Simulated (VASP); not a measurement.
# Cu (P6_3/mmc) in VASP: a series of runs

Runs on Cu. Level: PBE. Tasks: single point.

All numbers are computed with VASP 6.6.1; they aren't measurements. Logs are shortened: lines on timing, memory, paths and dates and some standing lists are left out, and cuts for length are marked.

## 1. The cell of the first run

Symmetry: P6_3/mmc, No. 194, hexagonal system. Conventional cell: a = 2.534 Å, b = 2.534 Å, c = 4.113 Å, α = 90.00°, β = 90.00°, γ = 120.00°. Cu (site symmetry -6m2) has 12 Cu at 2.52 to 2.53 Å within 3.3 Å.

## 2. Single point, PBE

Input file INCAR:

```
SYSTEM = Cu
PREC = Accurate ; ENCUT = 600
EDIFF = 1E-6 ; ISMEAR = -1
SIGMA = 0.1 ; LREAL = .False.
LASPH = .True. ; NELM = 120
ALGO = Normal ; ISIF = 2
LWAVE = .False. ; LCHARG = .False.
GGA = PE ; NBANDS = 18
GGA_COMPAT = .False.
```

Input file KPOINTS:

```
regular mesh
0
Gamma
  8 8 5
  0 0 0
```

Input file POSCAR:

```
Cu
1.0
    2.5340966700      0.0000000000      0.0000000000
   -1.2670483300      2.1945920900      0.0000000000
    0.0000000000      0.0000000000      4.1125710000
Cu
2
Direct
    0.3333333333      0.6666666667      0.2500000000
    0.6666666667      0.3333333333      0.7500000000
```

Potentials or basis: VASP PAW PBE potentials, release 64 (Cu).

Command:

```
cat potpaw_PBE.64/Cu/POTCAR > POTCAR
mpirun -np 1 vasp_std > vasp.out
```

OUTCAR:

```text
SYSTEM = Cu
   PREC = Accurate
   ENCUT = 600
   EDIFF = 1E-6
   ISMEAR = -1
   LREAL = .False.
   LASPH = .True.
   NELM = 120
   ISIF = 2
   GGA = PE

 ion  position               nearest neighbor table
   1  0.333  0.667  0.250-   2 2.52   2 2.52   2 2.52   2 2.52   2 2.52   2 2.52
   2  0.667  0.333  0.750-   1 2.52   1 2.52   1 2.52   1 2.52   1 2.52   1 2.52

  LATTYP: Found a hexagonal cell.
 ALAT       =     2.5340966700
 C/A-ratio  =     1.6228942837

  Lattice vectors:

 A1 = (   2.5340966700,   0.0000000000,   0.0000000000)
 A2 = (  -1.2670483300,   2.1945920900,   0.0000000000)
 A3 = (   0.0000000000,   0.0000000000,   4.1125710000)

Analysis of symmetry for initial positions (statically):
=====================================================================
 Subroutine PRICEL returns:
 Original cell was already a primitive cell.

 Routine SETGRP: Setting up the symmetry group for a
 hexagonal supercell.

 Subroutine GETGRP returns: Found 24 space group operations
 (whereof 12 operations were pure point group operations)
 out of a pool of 24 trial point group operations.

The static configuration has the point symmetry D_3d.
 The point group associated with its full space group is D_6h.

Analysis of symmetry for dynamics (positions and initial velocities):
=====================================================================
 Subroutine PRICEL returns:
 Original cell was already a primitive cell.

 Routine SETGRP: Setting up the symmetry group for a
 hexagonal supercell.

 Subroutine GETGRP returns: Found 24 space group operations
 (whereof 12 operations were pure point group operations)
 out of a pool of 24 trial point group operations.

The dynamic configuration has the point symmetry D_3d.
 The point group associated with its full space group is D_6h.

 Subroutine INISYM returns: Found 24 space group operations
 (whereof 12 operations are pure point group operations),
 and found     1 'primitive' translations

----------------------------------------------------------------------------------------

                                     Primitive cell

  volume of cell :      22.8713

  direct lattice vectors                    reciprocal lattice vectors
     2.534096670  0.000000000  0.000000000     0.394617937  0.227832771  0.000000000
    -1.267048330  2.194592090  0.000000000     0.000000000  0.455665545  0.000000000
     0.000000000  0.000000000  4.112571000     0.000000000  0.000000000  0.243156896

  length of vectors
     2.534096670  2.534096666  4.112571000     0.455665544  0.455665545  0.243156896

  position of ions in fractional coordinates (direct lattice)
     0.333333333  0.666666667  0.250000000
     0.666666667  0.333333333  0.750000000

  ion indices of the primitive-cell ions
   primitive index   ion index
                 1           1
                 2           2

----------------------------------------------------------------------------------------

 KPOINTS: regular mesh

Automatic generation of k-mesh.
 Grid dimensions read from file:
 generate k-points for:    8    8    5

 Generating k-lattice:

  Cartesian coordinates                     Fractional coordinates (reciprocal lattice)
     0.049327242  0.028479096  0.000000000     0.125000000  0.000000000  0.000000000
     0.000000000  0.056958193  0.000000000     0.000000000  0.125000000  0.000000000
     0.000000000  0.000000000  0.048631379     0.000000000  0.000000000  0.200000000

  Length of vectors
     0.056958193  0.056958193  0.048631379

  Shift w.r.t. Gamma in fractional coordinates (k-lattice)
     0.000000000  0.000000000  0.000000000

 Subroutine IBZKPT returns following result:
 ===========================================

 Found     30 irreducible k-points:

 Following reciprocal coordinates:
            Coordinates               Weight
  0.000000  0.000000  0.000000      1.000000
  0.125000  0.000000  0.000000      6.000000
  0.250000  0.000000  0.000000      6.000000
  0.375000  0.000000  0.000000      6.000000
  0.500000  0.000000  0.000000      3.000000
  0.125000  0.125000  0.000000      6.000000
[... 16 lines left out ...]
  0.250000  0.000000  0.400000     12.000000
  0.375000  0.000000  0.400000     12.000000
 [... further k-points ...]
   k-points           NKPTS =     30   k-points in BZ     NKDIM =     30   number of bands    NBANDS=     18
   number of dos      NEDOS =    301   number of ions     NIONS =      2
   total plane-waves  NPLWV =  14400
   dimension x,y,z NGX =    20 NGY =   20 NGZ =   36
   dimension x,y,z NGXF=    40 NGYF=   40 NGZF=   72
   ions per type =               2
   NGX,Y,Z   is equivalent  to a cutoff of  13.12, 13.12, 14.55 a.u.
   NGXF,Y,Z  is equivalent  to a cutoff of  26.24, 26.24, 29.11 a.u.
 SYSTEM =  Cu
   PREC   = accura    normal or accurate (medium, high low for compatibility)
   ISTART =      0    job   : 0-new  1-cont  2-samecut
   ICHARG =      2    charge: 1-file 2-atom 10-const
   ISPIN  =      1    spin polarized calculation?
   LNONCOLLINEAR =      F non collinear calculations
   LSORBIT =      F    spin-orbit coupling
   LASPH  =      T    aspherical Exc in radial PAW
   ENCUT  =  600.0 eV  44.10 Ry    6.64 a.u.   5.06  5.06  8.21*2*pi/ulx,y,z
   NELM   =    120;   NELMIN=  2; NELMDL= -5     # of ELM steps
   EDIFF  = 0.1E-05   stopping-criterion for ELM
   LREAL  =      F    real-space projection
   EDIFFG = 0.1E-04   stopping-criterion for IOM
   NSW    =      0    number of steps for IOM
   IBRION =     -1    ionic relax: 0-MD 1-quasi-New 2-CG
   NFREE  =      0    steps in history (QN), initial steepest desc. (CG)
   ISIF   =      2    stress and relaxation
   ISYM   =      2    0-nonsym 1-usesym 2-fastsym
   POTIM  = 0.5000    time-step for ionic-motion
   TEBEG  =    0.0;   TEEND  =   0.0 temperature during run
   PSTRESS=    0.0 pullay stress
   NELECT =      22.0000    total number of electrons
   NUPDOWN=      -1.0000    fix difference up-down
   EMIN   =  10.00;   EMAX   =-10.00  energy-range for DOS
   EFERMI =   0.00;   METHOD = LEGACY
   ISMEAR =    -1;   SIGMA  =   0.10  broadening in eV -4-tet -1-fermi 0-gaus
   EFERMI_NEDOS =   21; number of points for ismear=-14 and -15
   IALGO  =     38    algorithm
   IMIX   =      4    mixing-type and parameters
     AMIX     =   0.40;   BMIX     =  1.00
     AMIX_MAG =   1.60;   BMIX_MAG =  1.00
  volume/ion in A,a.u.               =      11.44        77.17
  Fermi-wavevector in a.u.,A,eV,Ry     =   1.616041  3.053874 35.532800  2.611587
  Thomas-Fermi vector in A             =   2.710691
   LORBIT       =      0    0 simple, 1 ext, 2 COOP (PROOUT), +10 PAW based schemes
   GGA     = PE    functional components
   LHFCALC =     F    Hartree Fock is set to
   AEXX    =    0.0000 exact exchange contribution
   IVDW    =     0    specifies the selected vdW correction
   LEPSILON=     F    determine dielectric tensor
   LRPA    =     F    only Hartree local field effects (RPA)
 non-spin polarized calculation
  energy-cutoff  :      600.00
  volume of cell :       22.87
 maximum number of plane-waves:       776
   NGX = 11   NGY = 11   NGZ = 17

 number of electron      21.9999991 magnetization

 Free energy of the ion-electron system (eV)
  ---------------------------------------------------
  ext. energy  EPLUGINS =         0.00000000
  ---------------------------------------------------
  free energy    TOTEN  =        -7.37668233 eV

  energy without entropy =       -7.34382991  energy(sigma->0) =       -7.36025612

 E-fermi :   7.9519     XC(G=0): -12.9139

 val. band max:        7.8312149826   @ k =   0.5000   0.0000   0.2000
 cond. band min:       7.9761036325   @ k =   0.5000   0.0000   0.0000
 fundamental gap:      0.1448886499
 Fermi energy:         7.9519367373

 k-point     1 :       0.0000    0.0000    0.0000
  band No.  band energies     occupation
      1      -1.6077      2.00000
      2       2.7411      2.00000
      3       4.8815      2.00000
      4       4.9256      2.00000
      5       4.9257      2.00000
      6       5.1492      2.00000
[... 10 lines left out ...]
     17      31.7569      0.00000
     18      31.7570      0.00000

 k-point     2 :       0.1250    0.0000    0.0000
  band No.  band energies     occupation
      1      -1.0969      2.00000
      2       3.0204      2.00000
      3       4.6453      2.00000
      4       5.0349      2.00000
      5       5.0448      2.00000
      6       5.1122      2.00000
[... 10 lines left out ...]
     17      31.8385      0.00000
     18      33.1067      0.00000

 k-point     3 :       0.2500    0.0000    0.0000
  band No.  band energies     occupation
      1       0.3403      2.00000
      2       3.5006      2.00000
      3       4.1746      2.00000
      4       4.4031      2.00000
      5       4.8953      2.00000
      6       5.0897      2.00000
[... 10 lines left out ...]
     17      26.6211      0.00000
     18      29.0042      0.00000

 k-point     4 :       0.3750    0.0000    0.0000
  band No.  band energies     occupation
      1       2.1806      2.00000
      2       3.4348      2.00000
      3       3.6598      2.00000
      4       4.5184      2.00000
      5       4.8953      2.00000
      6       5.0326      2.00000
[... 375 lines left out ...]
      4       4.5805      2.00000
      5       4.7648      2.00000
      6       4.9716      2.00000
[... 10 lines left out ...]
     17      28.6522      0.00000
     18      29.8274      0.00000

 k-point    23 :       0.2500    0.0000    0.4000
  band No.  band energies     occupation
      1       1.5493      2.00000
      2       2.7027      2.00000
      3       4.1053      2.00000
      4       4.4037      2.00000
      5       4.7282      2.00000
      6       4.9877      2.00000
[... 10 lines left out ...]
     17      25.8694      0.00000
     18      28.0137      0.00000

 k-point    24 :       0.3750    0.0000    0.4000
  band No.  band energies     occupation
      1       2.6485      2.00000
      2       3.0835      2.00000
      3       3.9763      2.00000
      4       4.2047      2.00000
      5       5.3073      2.00000
      6       5.3145      2.00000
[... 10 lines left out ...]
     17      26.2249      0.00000
     18      26.4423      0.00000

 [... further k-points ...]
[... 5 lines left out ...]
  --------------------------------------------------------------------------------------
  -------------------------------------------------------------------------------------
  Total        1.2035414      1.2035414      1.1466061      0.0000000      0.0000000      0.0000000
  in kB       84.3104131     84.3104130     80.3219883      0.0000002      0.0000000      0.0000000
  external PRESSURE =      82.9809381 kB  Pullay stress =       0.0000000 kB

 VOLUME and BASIS-vectors are now :
 -----------------------------------------------------------------------------
  energy-cutoff  :      600.00
  volume of cell :       22.87
      direct lattice vectors                 reciprocal lattice vectors
     2.534096670  0.000000000  0.000000000     0.394617937  0.227832771  0.000000000
    -1.267048330  2.194592090  0.000000000     0.000000000  0.455665545  0.000000000
     0.000000000  0.000000000  4.112571000     0.000000000  0.000000000  0.243156896

 POSITION                                       TOTAL-FORCE (eV/Angst)
 -----------------------------------------------------------------------------------
      0.00000      1.46306      1.02814         0.000000     -0.000000     -0.000000
      1.26705      0.73153      3.08443        -0.000000      0.000000      0.000000
 -----------------------------------------------------------------------------------
    total drift:                               -0.000000      0.000000     -0.000000

  FREE ENERGIE OF THE ION-ELECTRON SYSTEM (eV)
  ---------------------------------------------------
  free  energy   TOTEN  =        -7.3766823348 eV

  energy  without entropy=       -7.3438299130  energy(sigma->0) =       -7.36025612
```

Wall time 29 s (1 thread of Intel Xeon 8259CL, shared host); peak memory 0.14 GiB.

What came out:

```yaml
Free_energy: -7.3767 eV
Pressure: 8.3 GPa
Band_gap_on_the_k_mesh: zero (band 11 reaches 10.90 eV, above the bottom of band 12 at 6.09 eV)
```

## 3. Single point, PBE

Input file INCAR:

```
SYSTEM = Cu
  PREC = Accurate
  ENCUT = 600
  EDIFF = 1E-6
  ISMEAR = -1
  SIGMA = 0.1
  LREAL = .False.
  LASPH = .True.
  NELM = 120
  ALGO = Normal
  ISIF = 2
  LWAVE = .False.
  LCHARG = .False.
  GGA = PE
  NBANDS = 18
  GGA_COMPAT = .False.
```

Input file KPOINTS:

```
regular mesh
0
Gamma
  10 10 6
  0 0 0
```

POSCAR is that of step 2.

Potentials or basis: VASP PAW PBE potentials, release 64 (Cu).

Command:

```
cat potpaw_PBE.64/Cu/POTCAR > POTCAR
mpirun -np 1 vasp_std > vasp.out
```

It took 44 s on 1 thread of Intel Xeon 8259CL, shared host; peak memory 0.15 GiB.

It converged, with:

```yaml
Free_energy: -7.4087 eV
Pressure: 8.3 GPa
Band_gap_on_the_k_mesh: zero (band 11 reaches 11.10 eV, above the bottom of band 12 at 5.99 eV)
```

Stress tensor (GPa, compression positive):
```
8.10 0.00 0.00
0.00 8.10 0.00
0.00 0.00 8.62
```

Levels at points of the mesh, in eV from the Fermi level:
```tsv
k point	band 9	band 10	band 11	band 12	band 13	band 14
(0.00, 0.00, 0.00)	-2.50	-1.71	-1.71	-0.97	4.07	21.59
(0.50, 0.00, 0.00)	-1.55	-1.51	0.05	1.66	8.00	8.43
(0.00, 0.00, 0.50)	-1.94	-1.94	-1.94	-1.94	12.95	12.95
(0.50, 0.00, 0.50)	-1.55	-1.55	0.52	0.52	5.06	5.06
```

## 4. Single point, PBE

Input file INCAR:

```
SYSTEM = Cu
PREC = Accurate
ENCUT = 600
EDIFF = 1E-6
ISMEAR = -1
SIGMA = 0.1
LREAL = .False.
LASPH = .True.
NELM = 120
ALGO = Normal
ISIF = 2
LWAVE = .False.
LCHARG = .False.
GGA = PE
NBANDS = 18
GGA_COMPAT = .False.
```

Input file KPOINTS:

```
Automatic mesh
0
Gamma
  12 12 7
  0 0 0
```

POSCAR is that of step 3.

Command:

```
cat potpaw_PBE.64/Cu/POTCAR > POTCAR
mpirun -np 1 vasp_std > vasp.out
```

Wall time 53 s (1 thread of Intel Xeon 8259CL, shared host); peak memory 0.16 GiB.

Results (log left out):

```
Free energy            : -7.4113 eV
Pressure               : 8.2 GPa
Band gap on the k mesh : zero (band 11 reaches 12.03 eV, above the bottom of band 12 at 6.06 eV)
```

Stress tensor (GPa, compression positive):
```
7.96 0.00 0.00
0.00 7.96 0.00
0.00 0.00 8.81
```

Levels at points of the mesh, in eV from the Fermi level:
| k point | band 7 | band 8 | band 9 | band 10 | band 11 | band 12 | band 13 | band 14 | band 15 | band 16 |
| --- | --- | --- | --- | --- | --- | --- | --- | --- | --- | --- |
| (0.00, 0.00, 0.00) | -2.82 | -2.54 | -2.54 | -1.74 | -1.74 | -1.01 | 4.04 | 21.56 | 22.13 | 22.13 |
| (0.50, 0.00, 0.00) | -2.77 | -1.65 | -1.59 | -1.55 | 0.01 | 1.63 | 7.96 | 8.40 | 10.92 | 11.38 |

## 5. The runs side by side

| k mesh | gap on the mesh (eV) | pressure (GPa) |
| --- | --- | --- |
| 8 × 8 × 5 | none | 8.3 |
| 10 × 10 × 6 | none | 8.3 |
| 12 × 12 × 7 | none | 8.2 |

Alike in all rows: task single point; level PBE; potentials or basis VASP PAW PBE potentials, release 64 (Cu); no spin polarisation; cell as given; cutoff (eV) 600; smearing fermi-dirac 0.1 eV.

Every run on the cell as given and a fine mesh finds a metal.

Total energies depend on the potentials used, so only differences within one code and one set of settings carry meaning.
